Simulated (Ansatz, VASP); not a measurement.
## Two plane-wave programs on Ca3Ni

```
CELL_PARAMETERS angstrom
9.04194 0.00000 0.00000
-4.52097 7.83055 0.00000
0.00000 0.00000 3.95131
ATOMIC_POSITIONS crystal
Ca 0.79667 0.59333 0.25000
Ca 0.20333 0.79667 0.75000
Ca 0.40667 0.20333 0.25000
Ca 0.20333 0.40667 0.75000
Ca 0.79667 0.20333 0.25000
Ca 0.59333 0.79667 0.75000
Ni 0.33333 0.66667 0.25000
Ni 0.66667 0.33333 0.75000
```

Alike in both runs: functional PBE; k mesh 6 × 6 × 10; occupations gaussian, width 0.1 eV; no spin polarisation.

Ansatz relaxed the structure, and its values are those at the end. VASP's run is a single point on that final structure, the one shown.

```csv
,VASP,Ansatz
version,VASP 6.6.1,Ansatz 0.2.0
potentials or method,"VASP PAW PBE potentials, release 64 (Ca_sv, Ni), cutoff 520 eV","scalar-relativistic, plane waves, PAW"
valence electrons in the cell,80,96
```

|  | VASP | Ansatz | Ansatz less VASP |
| --- | --- | --- | --- |
| gap on the k mesh at the Fermi level (eV) | none | none | - |
| pressure (GPa) | 0.0 | 0.0 | +0.03 |

A gap of «none» marks a metal or a gap that the smearing closes. VASP's potentials hold 80 valence electrons a cell and Ansatz's 96, so a difference there can come from the potentials and not from the codes.
